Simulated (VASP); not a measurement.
LaPb3, 4 atoms in the cell. Symmetry: R-3m, No. 166, trigonal system. The conventional cell has a = 7.008 Å, b = 7.008 Å, c = 8.327 Å, α = 90.00°, β = 90.00°, γ = 120.00°. La (site symmetry -3m) has 12 Pb at 3.43 to 3.50 Å within 4.5 Å. Pb (site symmetry 2/m) has 4 La at 3.43 to 3.50 Å and 8 Pb at 3.43 to 3.50 Å within 4.5 Å.  This cell differs from its parent crystal: equal xy, yz and zx shear strains of -2 %.

- Program: VASP 6.6.1
- Task: single point
- Functional: PBEsol
- Potentials or basis: VASP PAW PBE potentials, release 64 (La, Pb_d)
- Cutoff: 520 eV
- k mesh: 7 × 7 × 7
- Occupations: fermi-dirac, width 0.05 eV
- Spin: no spin polarisation
- Dipole correction: no
- Further INCAR settings: ALGO = Normal; EDIFF = 1e-07; NBANDS = 34

Potentials or basis: VASP PAW PBE potentials, release 64 (La, Pb_d).

The run is started by

```bash
$ cat potpaw_PBE.64/La/POTCAR potpaw_PBE.64/Pb_d/POTCAR > POTCAR
$ mpirun -np 1 vasp_std > vasp.out
```

Hardware: 1 thread of Intel(R) Xeon(R) 6975P-C (Granite Rapids), with other jobs on the host.

Question: Estimate the wall time of this run.

Answer: Wall time 77 s on 1 thread of Intel(R) Xeon(R) 6975P-C (Granite Rapids) (shared host), peak memory 0.31 GiB. Counts: scf iterations 17, k points 44.
